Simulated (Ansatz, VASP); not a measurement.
# One calculation of KF, two programs

```
CELL_PARAMETERS angstrom
-0.02826 2.63739 2.63739
2.63739 -0.02826 2.63739
2.63739 2.63739 -0.02826
ATOMIC_POSITIONS crystal
K 0.00000 0.00000 0.00000
F 0.50000 0.50000 0.50000
```

Alike in both runs: task single point; functional PBE; k mesh 8 × 8 × 8; occupations gaussian, width 0.05 eV; no spin polarisation.

|  | VASP | Ansatz |
| --- | --- | --- |
| version | VASP 6.6.1 | Ansatz 0.2.0 |
| potentials or method | VASP PAW PBE potentials, release 64 (K_sv, F), cutoff 520 eV | scalar-relativistic, plane waves, PAW |
| valence electrons in the cell | 16 | 16 |

```tsv
	VASP	Ansatz	Ansatz less VASP
gap on the k mesh at the Fermi level (eV)	6.28	6.29	+0.016
least direct gap on the mesh (eV)	6.28	6.29	+0.016
pressure (GPa)	2.3	2.2	-0.06
traceless stress, the component that is largest in VASP (GPa)	0.13	0.13	+0.001
```

With one functional, cell and mesh, what is left measures potentials, basis and numerics.
